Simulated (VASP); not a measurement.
# Zn in VASP: further runs

The runs below take Zn through single point, with PBEsol-based global hybrid with 25 % exact exchange, PBE0.

Program: VASP 6.6.1. These are calculated values, not measurements. Logs are shortened: lines on timing, memory, paths and dates and some standing lists are left out, and cuts for length are marked.

### 1 The cell of the first run

The typed cell holds 1 atom: a = 2.956 Å, b = 2.554 Å, c = 2.554 Å, α = 106.37°, β = 110.65°, γ = 110.65°.

### 2 Single point, PBEsol-based global hybrid with 25 % exact exchange

Contents of POSCAR:

```
Zn
1.0
   -1.6309005349      1.7413622908      1.7452744072
    1.5291224182     -1.4955095600      1.3957435166
    1.5286667191      1.3989796771     -1.4927254895
Zn
1
Direct
    0.0000000000      0.0000000000      0.0000000000
```

Contents of INCAR.step1:

```
SYSTEM = Zn
PREC = Accurate ; ENCUT = 520
EDIFF = 1E-5 ; ISMEAR = -1
SIGMA = 0.05 ; LREAL = .False.
LASPH = .True. ; NELM = 80
ALGO = Normal ; ISIF = 2
LWAVE = .True. ; LCHARG = .False.
NBANDS = 12 ; GGA = PE
```

Contents of INCAR.step2:

```
SYSTEM = Zn
PREC = Accurate ; ENCUT = 520
EDIFF = 1E-6 ; ISMEAR = -1
SIGMA = 0.05 ; LREAL = .False.
LASPH = .True. ; NELM = 80
ALGO = Normal ; ISIF = 2
LWAVE = .False. ; LCHARG = .False.
GGA = PS ; LHFCALC = .True.
AEXX = 0.25 ; PRECFOCK = Normal
NBANDS = 12 ; ISTART = 1
```

Contents of KPOINTS:

```
Automatic mesh
0
Gamma
  6 6 6
  0 0 0
```

Potentials or basis: VASP PAW PBE potentials, release 64 (Zn).

On the command line:

```console
$ cat potpaw_PBE.64/Zn/POTCAR > POTCAR
$ cp INCAR.step1 INCAR
$ mpirun -np 1 vasp_std > vasp.out
$ cp INCAR.step2 INCAR
$ mpirun -np 1 vasp_std > vasp.out
```

OUTCAR:

```text
SYSTEM = Zn
   PREC = Accurate
   ENCUT = 520
   EDIFF = 1E-6
   ISMEAR = -1
   LREAL = .False.
   LASPH = .True.
   NELM = 80
   ISIF = 2
   GGA = PS
   LHFCALC = .True.
   AEXX = 0.25
   PRECFOCK = Normal
   ISTART = 1

 ion  position               nearest neighbor table
   1  0.000  0.000  0.000-

  LATTYP: Found a triclinic cell.
 ALAT       =     2.5539898547
 B/A-ratio  =     1.6010914150
 C/A-ratio  =     1.0693067054
 COS(alpha) =     0.0000664552
 COS(beta)  =     0.2899835040
 COS(gamma) =     0.8005777228

  Lattice vectors:

 A1 = (  -1.5291224182,   1.4955095600,  -1.3957435166)
 A2 = (  -0.0004556991,   2.8944892371,  -2.8884690061)
 A3 = (  -1.4268886024,  -1.6448324079,  -1.6482924343)

Analysis of symmetry for initial positions (statically):
=====================================================================
 Subroutine PRICEL returns:
 Original cell was already a primitive cell.

 Routine SETGRP: Setting up the symmetry group for a
 triclinic supercell.

 Subroutine GETGRP returns: Found  2 space group operations
 (whereof  2 operations were pure point group operations)
 out of a pool of  2 trial point group operations.

The static configuration has the point symmetry S_2 .

Analysis of symmetry for dynamics (positions and initial velocities):
=====================================================================
 Subroutine PRICEL returns:
 Original cell was already a primitive cell.

 Routine SETGRP: Setting up the symmetry group for a
 triclinic supercell.

 Subroutine GETGRP returns: Found  2 space group operations
 (whereof  2 operations were pure point group operations)
 out of a pool of  2 trial point group operations.

The dynamic configuration has the point symmetry S_2 .

 Subroutine INISYM returns: Found  2 space group operations
 (whereof  2 operations are pure point group operations),
 and found     1 'primitive' translations

----------------------------------------------------------------------------------------

                                     Primitive cell

  volume of cell :      14.9574

  direct lattice vectors                    reciprocal lattice vectors
    -1.630900535  1.741362291  1.745274407     0.018704410  0.295251922  0.295864344
     1.529122418 -1.495509560  1.395743517     0.337023532 -0.015608118  0.330510345
     1.528666719  1.398979677 -1.492725489     0.336996147  0.330610483 -0.014957781

  length of vectors
     2.956038217  2.553989855  2.553858935     0.418400840  0.472298172  0.472327671

[... 95 lines left out ...]
   IALGO  =     38    algorithm
   IMIX   =      1    mixing-type and parameters
     AMIX     =   0.40;   BMIX     =  1.00
     AMIX_MAG =   1.60;   BMIX_MAG =  1.00
  volume/ion in A,a.u.               =      14.96       100.94
  Fermi-wavevector in a.u.,A,eV,Ry     =   1.521191  2.874634 31.484172  2.314021
  Thomas-Fermi vector in A             =   2.629939
   LORBIT       =      0    0 simple, 1 ext, 2 COOP (PROOUT), +10 PAW based schemes
   GGA     = PS    functional components
   LHFCALC =     T    Hartree Fock is set to
   PRECFOCK=normal    Normal, Fast or Accurate (Low or Medium for compatibility)
   ENCUT4O =  -1.0   cutoff for four orbital integrals eV
   NKREDX  =     1    reduce k-point grid by
   NKREDY  =     1    reduce k-point grid by
   NKREDZ  =     1    reduce k-point grid by
   AEXX    =    0.2500 exact exchange contribution
   HFSCREEN=    0.0000 screening length (either q_TF or 0.3 A-1)
   HFSCREENC=   0.0000 screening length for correlation (either q_TF or 0.3 A-1)
   ENCUTFOCK=  -1.0 apply spherical cutoff to Coloumb kernel
   IVDW    =     0    specifies the selected vdW correction
   LEPSILON=     F    determine dielectric tensor
   LRPA    =     F    only Hartree local field effects (RPA)
 non-spin polarized calculation
  energy-cutoff  :      520.00
  volume of cell :       14.96
 maximum number of plane-waves:       412
 NGX is ok and might be reduce to    24
  NGX = 18; NGY = 16; NGZ = 16

 number of electron      11.9999999 magnetization

 Free energy of the ion-electron system (eV)
  ---------------------------------------------------
  ext. energy  EPLUGINS =         0.00000000
  ---------------------------------------------------
  free energy    TOTEN  =        -1.54081303 eV

  energy without entropy =       -1.54081227  energy(sigma->0) =       -1.54081265

 E-fermi :   3.3140     XC(G=0):  -9.2250

 val. band max:        2.8005103505   @ k =  -0.0000  -0.0000   0.5000
 cond. band min:       3.8652755455   @ k =   0.3333   0.3333  -0.0000
 fundamental gap:      1.0647651950
 Fermi energy:         3.3140120738

 k-point     1 :       0.0000    0.0000    0.0000
  band No.  band energies     occupation
      1      -9.2667      2.00000
      2      -7.6761      2.00000
      3      -7.5569      2.00000
      4      -7.0922      2.00000
      5      -6.8121      2.00000
      6      -6.8027      2.00000
      7      19.7982      0.00000
      8      23.2859      0.00000
      9      23.5650      0.00000
     10      23.7078      0.00000
     11      26.2225      0.00000
     12      27.4247      0.00000
[... 331 lines left out ...]
 k-point    24 :       0.5000    0.0000   -0.3333
  band No.  band energies     occupation
      1      -7.9044      2.00000
      2      -7.6367      2.00000
      3      -6.9988      2.00000
      4      -6.8261      2.00000
      5      -6.7079      2.00000
      6      -2.4603      2.00000
      7       5.9222      0.00000
      8       9.9921      0.00000
      9      18.3756      0.00000
     10      25.1203      0.00000
     11      27.2465      0.00000
     12      30.1031      0.00000

 [... further k-points ...]

------------------------ aborting loop because EDIFF is reached ----------------------------------------

  FORCE on cell =-STRESS in cart. coord.  units (eV):
  Direction    XX          YY          ZZ          XY          YZ          ZX
  --------------------------------------------------------------------------------------
  -------------------------------------------------------------------------------------
  Total       -0.0109995     -0.0128088     -0.0133959      0.0021750     -0.0096314      0.0011174
  in kB       -1.1782272     -1.3720329     -1.4349248      0.2329769     -1.0316767      0.1196918
  external PRESSURE =      -1.3283950 kB  Pullay stress =       0.0000000 kB

 VOLUME and BASIS-vectors are now :
 -----------------------------------------------------------------------------
  energy-cutoff  :      520.00
  volume of cell :       14.96
      direct lattice vectors                 reciprocal lattice vectors
    -1.630900535  1.741362291  1.745274407     0.018704410  0.295251922  0.295864344
     1.529122418 -1.495509560  1.395743517     0.337023532 -0.015608118  0.330510345
     1.528666719  1.398979677 -1.492725489     0.336996147  0.330610483 -0.014957781

 POSITION                                       TOTAL-FORCE (eV/Angst)
 -----------------------------------------------------------------------------------
      0.00000      0.00000      0.00000         0.000000      0.000000     -0.000000
 -----------------------------------------------------------------------------------
    total drift:                                0.000000     -0.000000     -0.000000

  FREE ENERGIE OF THE ION-ELECTRON SYSTEM (eV)
  ---------------------------------------------------
  free  energy   TOTEN  =        -1.5408130347 eV

  energy  without entropy=       -1.5408122712  energy(sigma->0) =       -1.54081265
```

Wall time 1.7 h (1 thread of Oxide Virtual Turin-like, shared host); peak memory 0.12 GiB.

What came out:

```yaml
Free_energy: -1.5408 eV
Pressure: -0.1 GPa
Band_gap_on_the_k_mesh: zero (bands 6 and 7 overlap by 7.91 eV)
```

Levels at points of the mesh, in eV from the Fermi level:
```tsv
k point	band 2	band 3	band 4	band 5	band 6	band 7	band 8	band 9	band 10	band 11
(0.00, 0.00, 0.00)	-10.99	-10.87	-10.41	-10.13	-10.12	16.48	19.97	20.25	20.39	22.91
(0.50, 0.00, 0.00)	-11.17	-10.11	-10.05	-9.92	-4.61	-3.62	15.04	15.66	18.32	20.40
(0.00, 0.50, 0.00)	-11.08	-10.18	-10.15	-9.72	-3.29	-0.52	9.46	13.72	16.66	20.66
(0.00, 0.00, 0.50)	-11.08	-10.18	-10.15	-9.72	-3.29	-0.51	9.46	13.72	16.66	20.65
(0.50, 0.50, 0.00)	-11.11	-10.14	-10.12	-9.86	-3.98	-1.98	12.39	15.73	16.33	19.95
(0.50, 0.00, 0.50)	-11.10	-10.14	-10.12	-9.86	-3.98	-1.98	12.40	15.73	16.34	19.95
(0.00, 0.50, 0.50)	-10.90	-10.33	-10.25	-9.59	-2.78	1.11	10.57	14.89	14.92	18.82
(0.50, 0.50, 0.50)	-11.29	-10.15	-9.81	-9.62	4.30	5.32	6.01	9.24	9.44	10.02
```

Caveat: the k points lie up to 0.47 Å⁻¹ apart, too coarse for converged energies and pressures of a metal; the PAW data sets were made with another functional, which shifts forces and pressure a little.

### 3 Single point, PBE0

This run uses another cell than the first one, of 15.69 Å³/atom.

Contents of POSCAR:

```
Zn
1.0
   -1.6561691002      1.7722487617      1.7765598801
    1.5536389009     -1.5160754275      1.4154704567
    1.5531472977      1.4185563661     -1.5133196785
Zn
1
Direct
    0.0000000000      0.0000000000      0.0000000000
```

Contents of INCAR.step1:

```
SYSTEM = Zn
PREC     = Accurate       ! precision mode
ENCUT    = 520            ! plane-wave cutoff, eV
EDIFF    = 1E-5           ! SCF threshold, eV
ISMEAR   = -1             ! smearing method
SIGMA    = 0.05           ! smearing width, eV
LREAL    = .False.        ! projectors in reciprocal space
LASPH    = .True.         ! aspherical terms in the spheres
NELM     = 80             ! most SCF steps
ALGO     = Normal         ! electronic algorithm
ISIF     = 2              ! what is computed and relaxed
LWAVE    = .True.         ! write WAVECAR
LCHARG   = .False.        ! write CHGCAR
NBANDS   = 12             ! bands
GGA      = PE             ! functional
```

Contents of INCAR.step2:

```
SYSTEM = Zn
PREC     = Accurate       ! precision mode
ENCUT    = 520            ! plane-wave cutoff, eV
EDIFF    = 1E-6           ! SCF threshold, eV
ISMEAR   = -1             ! smearing method
SIGMA    = 0.05           ! smearing width, eV
LREAL    = .False.        ! projectors in reciprocal space
LASPH    = .True.         ! aspherical terms in the spheres
NELM     = 80             ! most SCF steps
ALGO     = Normal         ! electronic algorithm
ISIF     = 2              ! what is computed and relaxed
LWAVE    = .False.        ! write WAVECAR
LCHARG   = .False.        ! write CHGCAR
GGA      = PE             ! functional
LHFCALC  = .True.         ! exact exchange
AEXX     = 0.25           ! exact-exchange fraction
PRECFOCK = Normal       
NBANDS   = 12             ! bands
ISTART   = 1
```

KPOINTS is that of step 2.

Potentials or basis: VASP PAW PBE potentials, release 64 (Zn).

On the command line:

```console
$ cat potpaw_PBE.64/Zn/POTCAR > POTCAR
$ cp INCAR.step1 INCAR
$ mpirun -np 1 vasp_std > vasp.out
$ cp INCAR.step2 INCAR
$ mpirun -np 1 vasp_std > vasp.out
```

Run time: 1.7 h. Hardware: 1 thread of Oxide Virtual Turin-like, shared host; peak memory 0.12 GiB.

The run converged. Its results:

- Free energy: -1.2334 eV
- Pressure: -0.2 GPa
- Band gap on the k mesh: zero (bands 6 and 7 overlap by 7.90 eV)

Stress tensor (GPa, compression positive):
```
-0.16  0.01 -0.01
 0.01 -0.16 -0.08
-0.01 -0.08 -0.19
```

Levels at points of the mesh, in eV from the Fermi level:
| k point | band 4 | band 5 | band 6 | band 7 | band 8 | band 9 |
| --- | --- | --- | --- | --- | --- | --- |
| (0.00, 0.00, 0.00) | -10.26 | -10.01 | -10.00 | 15.93 | 19.38 | 19.67 |
| (0.50, 0.00, 0.00) | -9.94 | -9.83 | -4.31 | -3.64 | 14.68 | 15.34 |
| (0.00, 0.50, 0.00) | -10.03 | -9.64 | -3.04 | -0.57 | 9.24 | 13.32 |
| (0.50, 0.50, 0.00) | -10.01 | -9.76 | -3.69 | -1.98 | 12.04 | 15.43 |
| (0.00, 0.00, 0.50) | -10.03 | -9.64 | -3.04 | -0.57 | 9.24 | 13.32 |
| (0.50, 0.00, 0.50) | -10.01 | -9.76 | -3.69 | -1.98 | 12.05 | 15.43 |
| (0.00, 0.50, 0.50) | -10.12 | -9.51 | -2.52 | 1.08 | 10.31 | 14.50 |
| (0.50, 0.50, 0.50) | -9.73 | -9.54 | 4.27 | 5.29 | 5.98 | 8.84 |

Caveat: the k points lie up to 0.46 Å⁻¹ apart, too coarse for converged energies and pressures of a metal; the PAW data sets were made with another functional, which shifts forces and pressure a little.

The gap in the log of VASP goes by the Fermi energy; the results here count the filled bands.